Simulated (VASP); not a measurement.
# Ca (Fd-3m) in VASP: notebook, part 3 of 3

VASP 6.6.1. The steps go on from the part before.

## Step 5: Single point, PBEsol (71.37 Å³/atom)

This run uses another cell than the first one, of 71.37 Å³/atom.

The input, INCAR:

```
SYSTEM = Ca
PREC = Accurate ; ENCUT = 520
EDIFF = 1E-6 ; ISMEAR = -1
SIGMA = 0.1 ; LREAL = .False.
LASPH = .True. ; NELM = 100
ALGO = Normal ; ISIF = 2
LWAVE = .False. ; LCHARG = .False.
GGA = PS ; NBANDS = 17
```

The input, KPOINTS:

```
regular mesh
0
Gamma
  8 8 8
  0 0 0
```

The input, POSCAR:

```
Ca
1.0
    0.0000000000      4.1480213835      4.1480213835
    4.1480213835      0.0000000000      4.1480213835
    4.1480213835      4.1480213835      0.0000000000
Ca
2
Direct
    0.1250000000      0.1250000000      0.1250000000
    0.8750000000      0.8750000000      0.8750000000
```

Potentials or basis: VASP PAW PBE potentials, release 64 (Ca_sv).

Run with:

```console
> cat potpaw_PBE.64/Ca_sv/POTCAR > POTCAR
> mpirun -np 1 vasp_std > vasp.out
```

OUTCAR:

```text
SYSTEM = Ca
   PREC = Accurate
   ENCUT = 520
   EDIFF = 1E-6
   ISMEAR = -1
   LREAL = .False.
   LASPH = .True.
   NELM = 100
   ISIF = 2
   GGA = PS

 ion  position               nearest neighbor table
   1  0.125  0.125  0.125-
   2  0.875  0.875  0.875-

  LATTYP: Found a face centered cubic cell.
 ALAT       =     8.2960427670

  Lattice vectors:

 A1 = (   0.0000000000,   4.1480213835,   4.1480213835)
 A2 = (   4.1480213835,   0.0000000000,   4.1480213835)
 A3 = (   4.1480213835,   4.1480213835,   0.0000000000)

Analysis of symmetry for initial positions (statically):
=====================================================================
 Subroutine PRICEL returns:
 Original cell was already a primitive cell.

 Routine SETGRP: Setting up the symmetry group for a
 face centered cubic supercell.

 Subroutine GETGRP returns: Found 48 space group operations
 (whereof 12 operations were pure point group operations)
 out of a pool of 48 trial point group operations.

The static configuration has the point symmetry D_3d.
 The point group associated with its full space group is O_h .

Analysis of symmetry for dynamics (positions and initial velocities):
=====================================================================
 Subroutine PRICEL returns:
 Original cell was already a primitive cell.

 Routine SETGRP: Setting up the symmetry group for a
 face centered cubic supercell.

 Subroutine GETGRP returns: Found 48 space group operations
 (whereof 12 operations were pure point group operations)
 out of a pool of 48 trial point group operations.

The dynamic configuration has the point symmetry D_3d.
 The point group associated with its full space group is O_h .

 Subroutine INISYM returns: Found 48 space group operations
 (whereof 12 operations are pure point group operations),
 and found     1 'primitive' translations

----------------------------------------------------------------------------------------

                                     Primitive cell

  volume of cell :     142.7424

  direct lattice vectors                    reciprocal lattice vectors
     0.000000000  4.148021383  4.148021383    -0.120539398  0.120539398  0.120539398
     4.148021383  0.000000000  4.148021383     0.120539398 -0.120539398  0.120539398
     4.148021383  4.148021383  0.000000000     0.120539398  0.120539398 -0.120539398

  length of vectors
     5.866188098  5.866188098  5.866188098     0.208780361  0.208780361  0.208780361

  position of ions in fractional coordinates (direct lattice)
     0.125000000  0.125000000  0.125000000
     0.875000000  0.875000000  0.875000000

  ion indices of the primitive-cell ions
   primitive index   ion index
                 1           1
                 2           2

----------------------------------------------------------------------------------------

 KPOINTS: regular mesh

Automatic generation of k-mesh.
 Grid dimensions read from file:
 generate k-points for:    8    8    8

 Generating k-lattice:

  Cartesian coordinates                     Fractional coordinates (reciprocal lattice)
    -0.015067425  0.015067425  0.015067425     0.125000000  0.000000000  0.000000000
     0.015067425 -0.015067425  0.015067425     0.000000000  0.125000000  0.000000000
     0.015067425  0.015067425 -0.015067425     0.000000000  0.000000000  0.125000000

  Length of vectors
     0.026097545  0.026097545  0.026097545

  Shift w.r.t. Gamma in fractional coordinates (k-lattice)
     0.000000000  0.000000000  0.000000000

 Subroutine IBZKPT returns following result:
 ===========================================

 Found     29 irreducible k-points:

 Following reciprocal coordinates:
            Coordinates               Weight
  0.000000  0.000000  0.000000      1.000000
  0.125000  0.000000  0.000000      8.000000
  0.250000  0.000000  0.000000      8.000000
  0.375000  0.000000  0.000000      8.000000
  0.500000  0.000000  0.000000      4.000000
  0.125000  0.125000  0.000000      6.000000
[... 16 lines left out ...]
  0.500000  0.250000  0.125000     48.000000
 -0.375000  0.250000  0.125000     24.000000
 [... further k-points ...]
   k-points           NKPTS =     29   k-points in BZ     NKDIM =     29   number of bands    NBANDS=     17
   number of dos      NEDOS =    301   number of ions     NIONS =      2
   total plane-waves  NPLWV = 110592
   dimension x,y,z NGX =    48 NGY =   48 NGZ =   48
   dimension x,y,z NGXF=    96 NGYF=   96 NGZF=   96
   ions per type =               2
   NGX,Y,Z   is equivalent  to a cutoff of  13.60, 13.60, 13.60 a.u.
   NGXF,Y,Z  is equivalent  to a cutoff of  27.21, 27.21, 27.21 a.u.
 SYSTEM =  Ca
   PREC   = accura    normal or accurate (medium, high low for compatibility)
   ISTART =      0    job   : 0-new  1-cont  2-samecut
   ICHARG =      2    charge: 1-file 2-atom 10-const
   ISPIN  =      1    spin polarized calculation?
   LNONCOLLINEAR =      F non collinear calculations
   LSORBIT =      F    spin-orbit coupling
   LASPH  =      T    aspherical Exc in radial PAW
   ENCUT  =  520.0 eV  38.22 Ry    6.18 a.u.  10.91 10.91 10.91*2*pi/ulx,y,z
   NELM   =    100;   NELMIN=  2; NELMDL= -5     # of ELM steps
   EDIFF  = 0.1E-05   stopping-criterion for ELM
   LREAL  =      F    real-space projection
   EDIFFG = 0.1E-04   stopping-criterion for IOM
   NSW    =      0    number of steps for IOM
   IBRION =     -1    ionic relax: 0-MD 1-quasi-New 2-CG
   NFREE  =      0    steps in history (QN), initial steepest desc. (CG)
   ISIF   =      2    stress and relaxation
   ISYM   =      2    0-nonsym 1-usesym 2-fastsym
   POTIM  = 0.5000    time-step for ionic-motion
   TEBEG  =    0.0;   TEEND  =   0.0 temperature during run
   PSTRESS=    0.0 pullay stress
   NELECT =      20.0000    total number of electrons
   NUPDOWN=      -1.0000    fix difference up-down
   EMIN   =  10.00;   EMAX   =-10.00  energy-range for DOS
   EFERMI =   0.00;   METHOD = LEGACY
   ISMEAR =    -1;   SIGMA  =   0.10  broadening in eV -4-tet -1-fermi 0-gaus
   EFERMI_NEDOS =   21; number of points for ismear=-14 and -15
   IALGO  =     38    algorithm
   IMIX   =      4    mixing-type and parameters
     AMIX     =   0.40;   BMIX     =  1.00
     AMIX_MAG =   1.60;   BMIX_MAG =  1.00
  volume/ion in A,a.u.               =      71.37       481.64
  Fermi-wavevector in a.u.,A,eV,Ry     =   0.850290  1.606816  9.836923  0.722993
  Thomas-Fermi vector in A             =   1.966244
   LORBIT       =      0    0 simple, 1 ext, 2 COOP (PROOUT), +10 PAW based schemes
   GGA     = PS    functional components
   LHFCALC =     F    Hartree Fock is set to
   AEXX    =    0.0000 exact exchange contribution
   IVDW    =     0    specifies the selected vdW correction
   LEPSILON=     F    determine dielectric tensor
   LRPA    =     F    only Hartree local field effects (RPA)
 non-spin polarized calculation
  energy-cutoff  :      520.00
  volume of cell :      142.74
 maximum number of plane-waves:      3874
 NGX is ok and might be reduce to    48
   NGX = 21   NGY = 21   NGZ = 21

 number of electron      20.0000002 magnetization

 Free energy of the ion-electron system (eV)
  ---------------------------------------------------
  ext. energy  EPLUGINS =         0.00000000
  ---------------------------------------------------
  free energy    TOTEN  =        -2.10198253 eV

  energy without entropy =       -1.98832444  energy(sigma->0) =       -2.04515349

 E-fermi :   0.0936     XC(G=0):  -6.1771

 val. band max:        0.0256082546   @ k =  -0.3750   0.3750   0.1250
 cond. band min:       0.1325475128   @ k =  -0.2500   0.1250   0.0000
 fundamental gap:      0.1069392582
 Fermi energy:         0.0935672253

 k-point     1 :       0.0000    0.0000    0.0000
  band No.  band energies     occupation
      1     -42.7668      2.00000
      2     -42.7400      2.00000
      3     -23.8411      2.00000
      4     -23.8411      2.00000
      5     -23.8411      2.00000
      6     -23.7546      2.00000
[... 9 lines left out ...]
     16       1.5976      0.00000
     17       1.5976      0.00000
[... 441 lines left out ...]
 k-point    24 :      -0.3750    0.2500    0.1250
  band No.  band energies     occupation
      1     -42.7581      2.00000
      2     -42.7486      2.00000
      3     -23.8566      2.00000
      4     -23.8524      2.00000
      5     -23.8212      2.00000
      6     -23.7755      2.00000
[... 9 lines left out ...]
     16       1.8263      0.00000
     17       2.0502      0.00000

 [... further k-points ...]

------------------------ aborting loop because EDIFF is reached ----------------------------------------

  FORCE on cell =-STRESS in cart. coord.  units (eV):
  Direction    XX          YY          ZZ          XY          YZ          ZX
  --------------------------------------------------------------------------------------
  -------------------------------------------------------------------------------------
  Total        0.1854935      0.1854935      0.1854935     -0.0000000      0.0000000     -0.0000000
  in kB        2.0820264      2.0820264      2.0820264     -0.0000000      0.0000000     -0.0000000
  external PRESSURE =       2.0820264 kB  Pullay stress =       0.0000000 kB

 VOLUME and BASIS-vectors are now :
 -----------------------------------------------------------------------------
  energy-cutoff  :      520.00
  volume of cell :      142.74
      direct lattice vectors                 reciprocal lattice vectors
     0.000000000  4.148021383  4.148021383    -0.120539398  0.120539398  0.120539398
     4.148021383  0.000000000  4.148021383     0.120539398 -0.120539398  0.120539398
     4.148021383  4.148021383  0.000000000     0.120539398  0.120539398 -0.120539398

 POSITION                                       TOTAL-FORCE (eV/Angst)
 -----------------------------------------------------------------------------------
      1.03701      1.03701      1.03701        -0.000000     -0.000000      0.000000
      7.25904      7.25904      7.25904         0.000000      0.000000     -0.000000
 -----------------------------------------------------------------------------------
    total drift:                                0.000000      0.000000      0.000000

  FREE ENERGIE OF THE ION-ELECTRON SYSTEM (eV)
  ---------------------------------------------------
  free  energy   TOTEN  =        -2.1019825339 eV

  energy  without entropy=       -1.9883244387  energy(sigma->0) =       -2.04515349
```

OSZICAR:

```text
N       E                     dE             d eps       ncg     rms          rms(c)
DAV:   1     0.158863438982E+03    0.15886E+03   -0.96060E+03  1042   0.967E+02
DAV:   2     0.720065607223E+01   -0.15166E+03   -0.15011E+03  1163   0.287E+02
DAV:   3    -0.170405971155E+01   -0.89047E+01   -0.88403E+01  1888   0.481E+01
DAV:   4    -0.208045084412E+01   -0.37639E+00   -0.37340E+00  1282   0.102E+01
DAV:   5    -0.209800528760E+01   -0.17554E-01   -0.17527E-01  1653   0.160E+00    0.216E+00
DAV:   6    -0.209741395380E+01    0.59133E-03   -0.17648E-02  1347   0.109E+00    0.132E+00
DAV:   7    -0.210216251297E+01   -0.47486E-02   -0.23201E-02  1283   0.142E+00    0.980E-02
DAV:   8    -0.210187335302E+01    0.28916E-03   -0.20187E-03  1333   0.313E-01    0.291E-02
DAV:   9    -0.210198367438E+01   -0.11032E-03   -0.37894E-04  1748   0.746E-02    0.188E-02
DAV:  10    -0.210198335306E+01    0.32132E-06   -0.37676E-05  1274   0.500E-02    0.351E-03
DAV:  11    -0.210198225446E+01    0.10986E-05   -0.36181E-06  1266   0.125E-02    0.257E-03
DAV:  12    -0.210198253390E+01   -0.27944E-06   -0.69043E-07   845   0.497E-03
   1 F= -.21019825E+01 E0= -.20451535E+01  d E =-.113658E+00
```

stdout:

```text
POSCAR found type information on POSCAR Ca
 POSCAR found :  1 types and       2 ions
 scaLAPACK will be used
 -----------------------------------------------------------------------------
|                                                                             |
|                                                                             |
|     You enforced a specific xc type in the INCAR file but a different       |
|     I HOPE YOU KNOW WHAT YOU ARE DOING!                                     |
|                                                                             |
 -----------------------------------------------------------------------------

 LDA part: xc-table for (Slater+PW92), standard interpolation
 POSCAR, INCAR and KPOINTS ok, starting setup
 FFT: planning ... GRIDC
 FFT: planning ... GRID_SOFT
 FFT: planning ... GRID
 WAVECAR not read
 entering main loop
```

Run time: 34 s. Hardware: 1 thread of Intel Xeon 6975P-C (Granite Rapids), shared host; peak memory 0.32 GiB.

What came out:

| Property | Result |
| --- | --- |
| Free energy | -2.1020 eV |
| Pressure | 0.2 GPa |
| Band gap on the k mesh | zero (bands 10 and 11 overlap by 0.89 eV) |

Caveat: the PAW data sets were made with another functional, which shifts forces and pressure a little.

## Step 6: Single point, PBEsol (74.34 Å³/atom)

The input, INCAR:

```
  PREC = Accurate
  ENCUT = 520
  EDIFF = 1E-6
  ISMEAR = -1
  SIGMA = 0.1
  LREAL = F
  LASPH = T
  NELM = 100
  ALGO = Normal
  ISIF = 2
  LWAVE = F
  LCHARG = F
  GGA = PS
  NBANDS = 17
```

The input, KPOINTS:

```
regular mesh
0
Gamma
  8 8 8
```

The input, POSCAR:

```
Ca
1.0
    0.0000000000      4.2048506561      4.2048506561
    4.2048506561      0.0000000000      4.2048506561
    4.2048506561      4.2048506561      0.0000000000
Ca
2
Direct
    0.1250000000      0.1250000000      0.1250000000
    0.8750000000      0.8750000000      0.8750000000
```

Potentials or basis: VASP PAW PBE potentials, release 64 (Ca_sv).

Run with:

```console
> cat potpaw_PBE.64/Ca_sv/POTCAR > POTCAR
> mpirun -np 1 vasp_std > vasp.out
```

OUTCAR:

```text
PREC = Accurate
   ENCUT = 520
   EDIFF = 1E-6
   ISMEAR = -1
   LREAL = F
   LASPH = T
   NELM = 100
   ISIF = 2
   GGA = PS

 ion  position               nearest neighbor table
   1  0.125  0.125  0.125-
   2  0.875  0.875  0.875-

  LATTYP: Found a face centered cubic cell.
 ALAT       =     8.4097013122

  Lattice vectors:

 A1 = (   0.0000000000,   4.2048506561,   4.2048506561)
[... 663 lines left out ...]
     16       1.6913      0.00000
     17       1.9079      0.00000

 [... further k-points ...]

------------------------ aborting loop because EDIFF is reached ----------------------------------------

  FORCE on cell =-STRESS in cart. coord.  units (eV):
  Direction    XX          YY          ZZ          XY          YZ          ZX
  --------------------------------------------------------------------------------------
  -------------------------------------------------------------------------------------
  Total        0.0134556      0.0134556      0.0134556     -0.0000000      0.0000000     -0.0000000
  in kB        0.1449878      0.1449878      0.1449878     -0.0000000      0.0000000     -0.0000000
  external PRESSURE =       0.1449878 kB  Pullay stress =       0.0000000 kB

 VOLUME and BASIS-vectors are now :
 -----------------------------------------------------------------------------
  energy-cutoff  :      520.00
  volume of cell :      148.69
      direct lattice vectors                 reciprocal lattice vectors
     0.000000000  4.204850656  4.204850656    -0.118910287  0.118910287  0.118910287
     4.204850656  0.000000000  4.204850656     0.118910287 -0.118910287  0.118910287
     4.204850656  4.204850656  0.000000000     0.118910287  0.118910287 -0.118910287

 POSITION                                       TOTAL-FORCE (eV/Angst)
 -----------------------------------------------------------------------------------
      1.05121      1.05121      1.05121        -0.000000     -0.000000     -0.000000
      7.35849      7.35849      7.35849         0.000000      0.000000      0.000000
 -----------------------------------------------------------------------------------
    total drift:                                0.000000      0.000000      0.000000

  FREE ENERGIE OF THE ION-ELECTRON SYSTEM (eV)
  ---------------------------------------------------
  free  energy   TOTEN  =        -2.1067260158 eV

  energy  without entropy=       -1.9948091454  energy(sigma->0) =       -2.05076758
```

OSZICAR:

```text
N       E                     dE             d eps       ncg     rms          rms(c)
DAV:   1     0.147500161184E+03    0.14750E+03   -0.95991E+03  1082   0.965E+02
DAV:   2     0.719699323607E+01   -0.14030E+03   -0.13900E+03  1196   0.283E+02
DAV:   3    -0.171672509895E+01   -0.89137E+01   -0.88494E+01  1936   0.462E+01
DAV:   4    -0.207932537084E+01   -0.36260E+00   -0.36131E+00  1257   0.104E+01
DAV:   5    -0.209941094860E+01   -0.20086E-01   -0.20050E-01  1640   0.166E+00    0.217E+00
DAV:   6    -0.210096392153E+01   -0.15530E-02   -0.18783E-02  1360   0.108E+00    0.132E+00
DAV:   7    -0.210681109491E+01   -0.58472E-02   -0.23085E-02  1282   0.140E+00    0.954E-02
DAV:   8    -0.210661468111E+01    0.19641E-03   -0.17985E-03  1362   0.296E-01    0.323E-02
DAV:   9    -0.210672787010E+01   -0.11319E-03   -0.35875E-04  1746   0.713E-02    0.132E-02
DAV:  10    -0.210672691928E+01    0.95082E-06   -0.44292E-05  1291   0.515E-02    0.529E-03
DAV:  11    -0.210672561068E+01    0.13086E-05   -0.40225E-06  1258   0.143E-02    0.254E-03
DAV:  12    -0.210672601577E+01   -0.40509E-06   -0.60241E-07   854   0.466E-03
   1 F= -.21067260E+01 E0= -.20507676E+01  d E =-.111917E+00
```

Wall time 36 s (1 thread of Intel Xeon 6975P-C (Granite Rapids), shared host); peak memory 0.33 GiB.

What came out:

* Free energy: -2.1067 eV
* Pressure: 0.0 GPa
* Band gap on the k mesh: zero (bands 10 and 11 overlap by 0.85 eV)

Caveat: the PAW data sets were made with another functional, which shifts forces and pressure a little.

## Step 7: The runs side by side

| cell | k mesh | gap on the mesh (eV) | pressure (GPa) |
| --- | --- | --- | --- |
| a = 5.947 Å, angles 60.0°, 2 atoms | 7 × 7 × 7 | none | 0.0 |
| a = 5.698 Å, angles 60.0°, 2 atoms | 8 × 8 × 8 | none | 0.7 |
| a = 5.784 Å, angles 60.0°, 2 atoms | 8 × 8 × 8 | none | 0.4 |
| a = 5.866 Å, angles 60.0°, 2 atoms | 8 × 8 × 8 | none | 0.2 |
| a = 5.947 Å, angles 60.0°, 2 atoms | 8 × 8 × 8 | none | 0.0 |

Alike in all rows: task single point; level PBEsol; potentials or basis VASP PAW PBE potentials, release 64 (Ca_sv); no spin polarisation; cutoff (eV) 520; smearing fermi-dirac 0.1 eV.

Caveats: the PAW data sets were made with another functional, which shifts forces and pressure a little.

Absolute energies hang on the potentials; compare differences alone.
